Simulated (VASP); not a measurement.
Ir: relaxation of cell and atoms with r2SCAN

Crystal: Ir.

```xyz
1
Lattice="0.0000 1.9251 1.9251 1.9251 0.0000 1.9251 1.9251 1.9251 0.0000" Properties=species:S:1:pos:R:3 pbc="T T T"
Ir    0.0000    0.0000    0.0000
```

| Property | Result |
| --- | --- |
| Program | VASP 6.6.1 |
| Task | relaxation of cell and atoms |
| Functional | r2SCAN |
| Potentials or basis | VASP PAW PBE potentials, release 64 (Ir) |
| Cutoff | 600 eV |
| k mesh | 18 × 18 × 18 |
| Occupations | gaussian, width 0.1 eV |
| Spin | no spin polarisation |
| Dipole correction | no |
| Further INCAR settings | ALGO = Normal; EDIFF = 1e-06; IBRION = 2; EDIFFG = -0.01; NSW = 80; ISIF = 3 |

- Relaxed volume: 14.29 Å³/atom
- Relaxed cell: a = 2.724 Å, b = 2.724 Å, c = 2.724 Å, α = 60.00°, β = 60.00°, γ = 60.00°
- Space group after relaxing (to 0.1 Å): Fm-3m (No. 225)
- Energy gained by relaxing: 0.1 meV/atom
- Ionic steps: 3
- Pressure after relaxing: 0.0 GPa
- Band gap on the k mesh: zero (an odd number of electrons rules out a gap without spin polarisation)

Final structure:
```
CELL_PARAMETERS angstrom
0.00000 1.92627 1.92627
1.92627 0.00000 1.92627
1.92627 1.92627 0.00000
ATOMIC_POSITIONS crystal
Ir 0.00000 0.00000 0.00000
```

Levels at points of the mesh, in eV from the Fermi level:
```
           k point  band 2  band 3  band 4  band 5  band 6  band 7
(0.00, 0.00, 0.00)   -3.98   -3.98   -3.98   -1.32   -1.32   15.08
(0.50, 0.00, 0.00)   -4.13   -4.13   -0.72    0.87    0.87    7.51
(0.50, 0.50, 0.00)   -7.55    0.78    1.50    1.50    1.74   10.88
```

It took 4.4 min on 1 thread of Intel(R) Xeon(R) Platinum 8259CL CPU @ 2.50GHz (Skylake/Cascade Lake) (shared host), peak memory 0.18 GiB.

Caveat: the PAW data sets were made with another functional, which shifts forces and pressure a little; spin-orbit coupling is left out, which moves the levels of the heavy elements.
